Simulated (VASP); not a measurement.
# Be (P6_3/mmc) in VASP: a series of runs, part 2 of 2

VASP 6.6.1.

### 4 Single point, PBE

Input file INCAR:

```
PREC = Accurate
ENCUT = 600
EDIFF = 1E-6
ISMEAR = 0
SIGMA = 0.1
LREAL = False
LASPH = True
NELM = 120
ALGO = Normal
ISIF = 2
LWAVE = False
LCHARG = False
GGA = PE
NBANDS = 9
GGA_COMPAT = False
```

Input file KPOINTS:

```
regular mesh
0
Gamma
  9 9 6
```

Input file POSCAR:

```
Be
1.0
    2.2638933596      0.0000000000      0.0000000000
   -1.1319466798      1.9605891609      0.0000000000
    0.0000000000      0.0000000000      3.5500712201
Be
2
Direct
    0.3333333333      0.6666666667      0.2500000000
    0.6666666667      0.3333333333      0.7500000000
```

Potentials or basis: VASP PAW PBE potentials, release 64 (Be).

Launch:

```bash
$ cat potpaw_PBE.64/Be/POTCAR > POTCAR
$ mpirun -np 1 vasp_std > vasp.out
```

OUTCAR:

```text
PREC = Accurate
   ENCUT = 600
   EDIFF = 1E-6
   ISMEAR = 0
   LREAL = False
   LASPH = True
   NELM = 120
   ISIF = 2
   GGA = PE

 ion  position               nearest neighbor table
   1  0.333  0.667  0.250-   2 2.20   2 2.20   2 2.20   2 2.20   2 2.20   2 2.20
   2  0.667  0.333  0.750-   1 2.20   1 2.20   1 2.20   1 2.20   1 2.20   1 2.20

  LATTYP: Found a hexagonal cell.
 ALAT       =     2.2638933596
 C/A-ratio  =     1.5681265220

  Lattice vectors:

 A1 = (   2.2638933596,   0.0000000000,   0.0000000000)
 A2 = (  -1.1319466798,   1.9605891609,   0.0000000000)
 A3 = (   0.0000000000,   0.0000000000,   3.5500712201)

Analysis of symmetry for initial positions (statically):
=====================================================================
 Subroutine PRICEL returns:
 Original cell was already a primitive cell.

 Routine SETGRP: Setting up the symmetry group for a
 hexagonal supercell.

 Subroutine GETGRP returns: Found 24 space group operations
 (whereof 12 operations were pure point group operations)
 out of a pool of 24 trial point group operations.

The static configuration has the point symmetry D_3d.
 The point group associated with its full space group is D_6h.

Analysis of symmetry for dynamics (positions and initial velocities):
=====================================================================
 Subroutine PRICEL returns:
 Original cell was already a primitive cell.

 Routine SETGRP: Setting up the symmetry group for a
 hexagonal supercell.

 Subroutine GETGRP returns: Found 24 space group operations
 (whereof 12 operations were pure point group operations)
 out of a pool of 24 trial point group operations.

The dynamic configuration has the point symmetry D_3d.
 The point group associated with its full space group is D_6h.

 Subroutine INISYM returns: Found 24 space group operations
 (whereof 12 operations are pure point group operations),
 and found     1 'primitive' translations

----------------------------------------------------------------------------------------

                                     Primitive cell

  volume of cell :      15.7572

  direct lattice vectors                    reciprocal lattice vectors
     2.263893360  0.000000000  0.000000000     0.441716919  0.255025382  0.000000000
    -1.131946680  1.960589161  0.000000000     0.000000000  0.510050764  0.000000000
     0.000000000  0.000000000  3.550071220     0.000000000  0.000000000  0.281684490

  length of vectors
     2.263893360  2.263893360  3.550071220     0.510050764  0.510050764  0.281684490

  position of ions in fractional coordinates (direct lattice)
     0.333333333  0.666666667  0.250000000
     0.666666667  0.333333333  0.750000000

  ion indices of the primitive-cell ions
   primitive index   ion index
                 1           1
                 2           2

----------------------------------------------------------------------------------------

 KPOINTS: regular mesh

Automatic generation of k-mesh.
 Grid dimensions read from file:
 generate k-points for:    9    9    6

 Generating k-lattice:

  Cartesian coordinates                     Fractional coordinates (reciprocal lattice)
     0.049079658  0.028336154  0.000000000     0.111111111  0.000000000  0.000000000
     0.000000000  0.056672307  0.000000000     0.000000000  0.111111111  0.000000000
     0.000000000  0.000000000  0.046947415     0.000000000  0.000000000  0.166666667

  Length of vectors
     0.056672307  0.056672307  0.046947415

  Shift w.r.t. Gamma in fractional coordinates (k-lattice)
     0.000000000  0.000000000  0.000000000

 Subroutine IBZKPT returns following result:
 ===========================================

 Found     48 irreducible k-points:

 Following reciprocal coordinates:
            Coordinates               Weight
  0.000000  0.000000  0.000000      1.000000
  0.111111  0.000000  0.000000      6.000000
  0.222222  0.000000  0.000000      6.000000
  0.333333  0.000000  0.000000      6.000000
  0.444444  0.000000  0.000000      6.000000
  0.111111  0.111111  0.000000      6.000000
[... 16 lines left out ...]
  0.333333  0.222222  0.166667     24.000000
  0.333333  0.333333  0.166667      4.000000
 [... further k-points ...]
   k-points           NKPTS =     48   k-points in BZ     NKDIM =     48   number of bands    NBANDS=      9
   number of dos      NEDOS =    301   number of ions     NIONS =      2
   total plane-waves  NPLWV =   9072
   dimension x,y,z NGX =    18 NGY =   18 NGZ =   28
   dimension x,y,z NGXF=    36 NGYF=   36 NGZF=   56
   ions per type =               2
   NGX,Y,Z   is equivalent  to a cutoff of  13.22, 13.22, 13.11 a.u.
   NGXF,Y,Z  is equivalent  to a cutoff of  26.44, 26.44, 26.22 a.u.
 SYSTEM =  unknown system
   PREC   = accura    normal or accurate (medium, high low for compatibility)
   ISTART =      0    job   : 0-new  1-cont  2-samecut
   ICHARG =      2    charge: 1-file 2-atom 10-const
   ISPIN  =      1    spin polarized calculation?
   LNONCOLLINEAR =      F non collinear calculations
   LSORBIT =      F    spin-orbit coupling
   LASPH  =      T    aspherical Exc in radial PAW
   ENCUT  =  600.0 eV  44.10 Ry    6.64 a.u.   4.52  4.52  7.09*2*pi/ulx,y,z
   NELM   =    120;   NELMIN=  2; NELMDL= -5     # of ELM steps
   EDIFF  = 0.1E-05   stopping-criterion for ELM
   LREAL  =      F    real-space projection
   EDIFFG = 0.1E-04   stopping-criterion for IOM
   NSW    =      0    number of steps for IOM
   IBRION =     -1    ionic relax: 0-MD 1-quasi-New 2-CG
   NFREE  =      0    steps in history (QN), initial steepest desc. (CG)
   ISIF   =      2    stress and relaxation
   ISYM   =      2    0-nonsym 1-usesym 2-fastsym
   POTIM  = 0.5000    time-step for ionic-motion
   TEBEG  =    0.0;   TEEND  =   0.0 temperature during run
   PSTRESS=    0.0 pullay stress
   NELECT =       4.0000    total number of electrons
   NUPDOWN=      -1.0000    fix difference up-down
   EMIN   =  10.00;   EMAX   =-10.00  energy-range for DOS
   EFERMI =   0.00;   METHOD = LEGACY
   ISMEAR =     0;   SIGMA  =   0.10  broadening in eV -4-tet -1-fermi 0-gaus
   EFERMI_NEDOS =   21; number of points for ismear=-14 and -15
   IALGO  =     38    algorithm
   IMIX   =      4    mixing-type and parameters
     AMIX     =   0.40;   BMIX     =  1.00
     AMIX_MAG =   1.60;   BMIX_MAG =  1.00
  volume/ion in A,a.u.               =       7.88        53.17
  Fermi-wavevector in a.u.,A,eV,Ry     =   1.036577  1.958847 14.619353  1.074492
  Thomas-Fermi vector in A             =   2.170974
   LORBIT       =      0    0 simple, 1 ext, 2 COOP (PROOUT), +10 PAW based schemes
   GGA     = PE    functional components
   LHFCALC =     F    Hartree Fock is set to
   AEXX    =    0.0000 exact exchange contribution
   IVDW    =     0    specifies the selected vdW correction
   LEPSILON=     F    determine dielectric tensor
   LRPA    =     F    only Hartree local field effects (RPA)
 non-spin polarized calculation
 Gauss-broadening in eV      SIGMA  =   0.10
  energy-cutoff  :      600.00
  volume of cell :       15.76
 maximum number of plane-waves:       540
 NGX is ok and might be reduce to    18
   NGX =  9   NGY =  9   NGZ = 15

 number of electron       4.0000000 magnetization

 Free energy of the ion-electron system (eV)
  ---------------------------------------------------
  ext. energy  EPLUGINS =         0.00000000
  ---------------------------------------------------
  free energy    TOTEN  =        -7.55073804 eV

  energy without entropy =       -7.55000311  energy(sigma->0) =       -7.55037058

 E-fermi :   6.7425     XC(G=0): -10.6168

 val. band max:        6.5759495157   @ k =   0.3333   0.1111   0.0000
 cond. band min:       6.7693801036   @ k =   0.3333   0.0000   0.0000
 fundamental gap:      0.1934305878
 Fermi energy:         6.7424860820

 k-point     1 :       0.0000    0.0000    0.0000
  band No.  band energies     occupation
      1      -4.3167      2.00000
      2       2.6388      2.00000
      3       8.2491      0.00000
      4      23.0094      0.00000
      5      23.0094      0.00000
      6      25.8861      0.00000
      7      25.8861      0.00000
      8      28.1248      0.00000
      9      34.1619      0.00000
[... 265 lines left out ...]
 k-point    24 :       0.3333    0.3333    0.1667
  band No.  band energies     occupation
      1       4.8692      2.00000
      2       5.9924      2.00000
      3       5.9924      2.00000
      4      12.1463      0.00000
      5      13.6542      0.00000
      6      13.6542      0.00000
      7      21.6517      0.00000
      8      21.6517      0.00000
      9      21.6782      0.00000

 [... further k-points ...]
[... 5 lines left out ...]
  --------------------------------------------------------------------------------------
  -------------------------------------------------------------------------------------
  Total        0.1258761      0.1258761     -0.0701590      0.0000000      0.0000000     -0.0000000
  in kB       12.7989457     12.7989457     -7.1336904      0.0000000      0.0000000     -0.0000000
  external PRESSURE =       6.1547337 kB  Pullay stress =       0.0000000 kB

 VOLUME and BASIS-vectors are now :
 -----------------------------------------------------------------------------
  energy-cutoff  :      600.00
  volume of cell :       15.76
      direct lattice vectors                 reciprocal lattice vectors
     2.263893360  0.000000000  0.000000000     0.441716919  0.255025382  0.000000000
    -1.131946680  1.960589161  0.000000000     0.000000000  0.510050764  0.000000000
     0.000000000  0.000000000  3.550071220     0.000000000  0.000000000  0.281684490

 POSITION                                       TOTAL-FORCE (eV/Angst)
 -----------------------------------------------------------------------------------
     -0.00000      1.30706      0.88752        -0.000000     -0.000000      0.000000
      1.13195      0.65353      2.66255         0.000000      0.000000      0.000000
 -----------------------------------------------------------------------------------
    total drift:                                0.000000     -0.000000      0.000000

  FREE ENERGIE OF THE ION-ELECTRON SYSTEM (eV)
  ---------------------------------------------------
  free  energy   TOTEN  =        -7.5507380361 eV

  energy  without entropy=       -7.5500031143  energy(sigma->0) =       -7.55037058
```

OSZICAR:

```text
N       E                     dE             d eps       ncg     rms          rms(c)
DAV:   1    -0.265960019954E+01   -0.26596E+01   -0.19247E+03   872   0.409E+02
DAV:   2    -0.754619408675E+01   -0.48866E+01   -0.47013E+01  1263   0.571E+01
DAV:   3    -0.761600792560E+01   -0.69814E-01   -0.69658E-01  1000   0.436E+00
DAV:   4    -0.761610885348E+01   -0.10093E-03   -0.10093E-03  1033   0.174E-01
DAV:   5    -0.761610891847E+01   -0.64987E-07   -0.64950E-07   990   0.445E-03    0.122E+00
DAV:   6    -0.756936880621E+01    0.46740E-01   -0.61545E-03   947   0.808E-01    0.749E-01
DAV:   7    -0.755076292347E+01    0.18606E-01   -0.67226E-03   957   0.844E-01    0.277E-02
DAV:   8    -0.755073947043E+01    0.23453E-04   -0.15291E-05   948   0.330E-02    0.957E-03
DAV:   9    -0.755073823001E+01    0.12404E-05   -0.29189E-06   995   0.148E-02    0.112E-03
DAV:  10    -0.755073803615E+01    0.19386E-06   -0.49902E-09   494   0.584E-04
   1 F= -.75507380E+01 E0= -.75503706E+01  d E =-.734922E-03
```

stdout:

```text
POSCAR found type information on POSCAR Be
 POSCAR found :  1 types and       2 ions
 scaLAPACK will be used
 LDA part: xc-table for (Slater+PW92), standard interpolation
 POSCAR, INCAR and KPOINTS ok, starting setup
 FFT: planning ... GRIDC
 FFT: planning ... GRID_SOFT
 FFT: planning ... GRID
 WAVECAR not read
 entering main loop
```

It took 2.6 s on 1 thread of Intel Xeon 6975P-C (Granite Rapids), shared host; peak memory 0.12 GiB.

What came out:

```
Free energy            : -7.5507 eV
Pressure               : 0.6 GPa
Band gap on the k mesh : zero (band 2 reaches 8.12 eV, above the bottom of band 3 at 5.93 eV)
```

### 5 Single point, PBE

This run uses another cell than the first one, of 7.91 Å³/atom, 1.003 times its volume.

Input file INCAR:

```
SYSTEM = Be
PREC = Accurate ; ENCUT = 600
EDIFF = 1E-6 ; ISMEAR = 0
SIGMA = 0.1 ; LREAL = .False.
LASPH = .True. ; NELM = 120
ALGO = Normal ; ISIF = 2
LWAVE = .False. ; LCHARG = .True.
GGA = PE ; LELF = .True.
LVHAR = .True. ; NBANDS = 9
GGA_COMPAT = .False.
```

Input file KPOINTS:

```
Automatic mesh
0
Gamma
  9 9 6
  0 0 0
```

Input file POSCAR:

```
Be
1.0
    2.2619748670      0.0000000000      0.0000000000
   -1.1309874335      1.9589276976      0.0000000000
    0.0000000000      0.0000000000      3.5680556417
Be
2
Direct
    0.3333333333      0.6666666667      0.2500000000
    0.6666666667      0.3333333333      0.7500000000
```

Launch:

```bash
$ cat potpaw_PBE.64/Be/POTCAR > POTCAR
$ mpirun -np 1 vasp_std > vasp.out
```

It took 3 s on 1 thread of Intel Xeon 6975P-C (Granite Rapids), shared host; peak memory 0.12 GiB.

Results (log left out):

| Item | Value |
| --- | --- |
| Free energy | -7.5497 eV |
| Pressure | 0.1 GPa |
| Band gap on the k mesh | zero (band 2 reaches 8.06 eV, above the bottom of band 3 at 5.94 eV) |

Stress tensor (GPa, compression positive):
```
 1.50  0.00  0.00
 0.00  1.50  0.00
 0.00  0.00 -2.61
```

Levels at points of the mesh, in eV from the Fermi level:
```
           k point  band 1  band 2  band 3  band 4  band 5  band 6
(0.00, 0.00, 0.00)  -11.02   -4.12    1.42   16.37   16.37   19.21
(0.00, 0.00, 0.50)   -8.86   -8.86   11.00   11.00   18.01   18.01
```

### 6 The runs side by side

| task | cell | k mesh | gap on the mesh (eV) | pressure (GPa) | relaxed volume (Å³/atom) |
| --- | --- | --- | --- | --- | --- |
| relaxation of cell and atoms | relaxed from a = 2.264, b = 2.264, c = 3.550 Å, angles 90.0, 90.0, 120.0°, 2 atoms | 27 × 27 × 16 | none | 0.1 | 7.92 |
| relaxation of cell and atoms | relaxed from a = 2.262, b = 2.262, c = 3.568 Å, angles 90.0, 90.0, 120.0°, 2 atoms | 27 × 27 × 16 | none | 0.1 | 7.92 |
| single point | a = 2.264, b = 2.264, c = 3.550 Å, angles 90.0, 90.0, 120.0°, 2 atoms | 9 × 9 × 6 | none | 0.6 | - |
| single point | a = 2.262, b = 2.262, c = 3.568 Å, angles 90.0, 90.0, 120.0°, 2 atoms | 9 × 9 × 6 | none | 0.1 | - |

Alike in all rows: level PBE; potentials or basis VASP PAW PBE potentials, release 64 (Be); no spin polarisation; cutoff (eV) 600; smearing gaussian 0.1 eV.

Total energies depend on the potentials used, so only differences within one code and one set of settings carry meaning.
